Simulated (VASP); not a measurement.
Here is a VASP 6.6.1 calculation.

File POSCAR:

```
W
1.0
    0.0000000000      2.0300000000      2.0300000000
    2.0300000000      0.0000000000      2.0300000000
    2.0300000000      2.0300000000      0.0000000000
W
1
Direct
    0.0000000000      0.0000000000      0.0000000000
```

The input INCAR.step1:

```
ALGO = Normal
EDIFF = 1E-4
ENCUT = 520
GGA = PE
ISMEAR = 1
LASPH = T
LCHARG = F
LREAL = F
LWAVE = T
NBANDS = 13
NELM = 100
PREC = Accurate
SIGMA = 0.05
```

The input INCAR.step2:

```
ALGO = Normal
EDIFF = 1E-6
ENCUT = 520
ISIF = 2
ISMEAR = 1
ISTART = 1
LASPH = T
LCHARG = F
LMIXTAU = T
LREAL = F
LWAVE = F
METAGGA = R2SCAN
NBANDS = 13
NELM = 100
PREC = Accurate
SIGMA = 0.05
```

File KPOINTS:

```
k-points
0
Gamma
  8 8 8
```

Potentials or basis: VASP PAW PBE potentials, release 64 (W_sv).

The run is started by

```sh
$ cat potpaw_PBE.64/W_sv/POTCAR > POTCAR
$ cp INCAR.step1 INCAR
$ mpirun -np 1 vasp_std > vasp.out
$ cp INCAR.step2 INCAR
$ mpirun -np 1 vasp_std > vasp.out
```

What does it give for the pressure?

-8.2 GPa.

Estimate the band gap on the k mesh.

zero (band 7 reaches 12.98 eV, above the bottom of band 8 at 9.52 eV).

Caveat: the PAW data sets were made with another functional, which shifts forces and pressure a little; spin-orbit coupling is left out, which moves the levels of the heavy elements.
